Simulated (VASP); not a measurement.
Wanted: the native input for a VASP 6.6.1 run.

```
Task                   : single point
Functional             : PBE
Potentials or basis    : VASP PAW PBE potentials, release 64 (Al, Cu)
Cutoff                 : 520 eV
k mesh                 : 10 × 10 × 10
Occupations            : gaussian, width 0.15 eV
Spin                   : no spin polarisation
Dipole correction      : no
Further INCAR settings : ALGO = Fast; EDIFF = 1e-06; NBANDS = 26
```

The structure of Al2Cu lies in POSCAR:

```
Al2Cu
1.0
   -2.9353500000      2.9353500000      2.4412820339
    2.9353500000     -2.9353500000      2.4412820339
    2.9353500000      2.9353500000     -2.4412820339
Al Cu
4 2
Direct
    0.1587211657      0.6587211657      0.8174423314
    0.6587211657      0.8412788343      0.5000000000
    0.8412788343      0.3412788343      0.1825576686
    0.3412788343      0.1587211657      0.5000000000
    0.7500000000      0.7500000000      0.0000000000
    0.2500000000      0.2500000000      0.0000000000
```

One way to write it, as run:

INCAR

```
  PREC = Accurate
  ENCUT = 520
  EDIFF = 1E-6
  ISMEAR = 0
  SIGMA = 0.15
  LREAL = F
  LASPH = T
  NELM = 100
  ALGO = Fast
  ISIF = 2
  LWAVE = F
  LCHARG = F
  GGA = PE
  NBANDS = 26
```

KPOINTS

```
Automatic mesh
0
Gamma
  10 10 10
```

Potentials or basis: VASP PAW PBE potentials, release 64 (Al, Cu).

Run with:

```bash
$ cat potpaw_PBE.64/Al/POTCAR potpaw_PBE.64/Cu/POTCAR > POTCAR
$ mpirun -np 1 vasp_std > vasp.out
```

Results of the run:

```json
{"Pressure": "7.5 GPa", "Largest force": "0.052 eV/Å", "Band gap on the k mesh": "zero (band 17 reaches 11.16 eV, above the bottom of band 18 at 6.97 eV)"}
```

It took 2.6 min on 1 thread of Intel(R) Xeon(R) 6975P-C (Granite Rapids), on a shared host, peak memory 0.32 GiB.
